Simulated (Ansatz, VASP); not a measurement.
## GaN in VASP and in Ansatz

```
Ga N
1.0
     0.00000    2.34026    2.34026
     2.34026    0.00000    2.34026
     2.34026    2.34026    0.00000
Ga N
1 1
Direct
  0.00000 0.00000 0.00000
  0.75000 0.75000 0.75000
```

Alike in both runs: task single point; functional r2SCAN; k mesh 8 × 8 × 8; no spin polarisation.

|  | VASP | Ansatz |
| --- | --- | --- |
| version | VASP 6.6.1 | Ansatz 0.2.0 |
| potentials or method | VASP PAW PBE potentials, release 64 (Ga_d, N), cutoff 520 eV | plane waves, PAW |
| occupations | gaussian, width 0.01 eV | fixed |
| valence electrons in the cell | 18 | 18 |

|  | VASP | Ansatz | Ansatz less VASP |
| --- | --- | --- | --- |
| pressure (GPa) | -17.4 | -18.1 | -0.73 |

VASP's potentials were made for PBE, not for r2SCAN.
